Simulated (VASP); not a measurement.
Here is a VASP 6.6.1 calculation.

File INCAR:

```
SYSTEM = Ga
PREC     = Accurate       ! precision mode
ENCUT    = 520            ! plane-wave cutoff, eV
EDIFF    = 1E-8           ! SCF threshold, eV
ISMEAR   = -1             ! smearing method
SIGMA    = 0.05           ! smearing width, eV
LREAL    = .False.        ! projectors in reciprocal space
LASPH    = .True.         ! aspherical terms in the spheres
NELM     = 60             ! most SCF steps
ALGO     = Normal         ! electronic algorithm
ISIF     = 2              ! what is computed and relaxed
LWAVE    = .False.        ! write WAVECAR
LCHARG   = .False.        ! write CHGCAR
GGA      = PE             ! functional
LEFG     = .True.       
NBANDS   = 34             ! bands
```

File KPOINTS:

```
Automatic mesh
0
Gamma
  9 9 8
  0 0 0
```

File POSCAR:

```
Ga
1.0
    2.2478069671     -3.8096159580      0.0000000000
    2.2478069671      3.8096159580      0.0000000000
    0.0000000000      0.0000000000      4.5015938671
Ga
4
Direct
    0.1525000000      0.8475000000      0.0785000000
    0.6525000000      0.3475000000      0.4215000000
    0.8475000000      0.1525000000      0.9215000000
    0.3475000000      0.6525000000      0.5785000000
```

Potentials or basis: VASP PAW PBE potentials, release 64 (Ga_d).

Command:

```sh
$ cat potpaw_PBE.64/Ga_d/POTCAR > POTCAR
$ mpirun -np 1 vasp_std > vasp.out
```

(1) What does it give for the pressure?

(2) Estimate the band gap on the k mesh.

(3) Estimate the largest force.

## Answers

(1) 3.1 GPa.

(2) zero (bands 26 and 27 overlap by 1.27 eV).

(3) 0.442 eV/Å.

Caveat: the cell stands under pressure; without QUAD_EFG the Cq values of the log hold for a quadrupole moment of 1 mb, not for the nuclei.
